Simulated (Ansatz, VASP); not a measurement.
**Two plane-wave programs on Sb**

```xyz
2
Lattice="2.1608 1.2475 3.6878 -2.1608 1.2475 3.6878 0.0000 -2.4951 3.6878" Properties=species:S:1:pos:R:3 pbc="T T T"
Sb    0.0000    0.0000    2.9242
Sb    0.0000    0.0000    8.1391
```

Alike in both runs: functional PBEsol; k mesh 12 × 12 × 12; occupations gaussian, width 0.1 eV; no spin polarisation.

Ansatz relaxed the structure, and its values are those at the end. VASP's run is a single point on that final structure, the one shown.

```csv
,VASP,Ansatz
version,VASP 6.6.1,Ansatz 0.2.0
potentials or method,"VASP PAW PBE potentials, release 64 (Sb), cutoff 520 eV","scalar-relativistic, plane waves, PAW"
valence electrons in the cell,10,30
```

```csv
,VASP,Ansatz,Ansatz less VASP
gap on the k mesh at the Fermi level (eV),none,none,-
pressure (GPa),0.2,0.0,-0.17
rms of the force components (eV/Å),0.028,0.000,-0.0282
```

VASP's potentials were made for PBE, not for PBEsol. A gap of «none» marks a metal or a gap that the smearing closes. With one functional, cell and mesh, what is left measures potentials, basis and numerics. VASP's potentials hold 10 valence electrons a cell and Ansatz's 30, so a difference there can come from the potentials and not from the codes.

Neither program's run includes spin-orbit coupling.
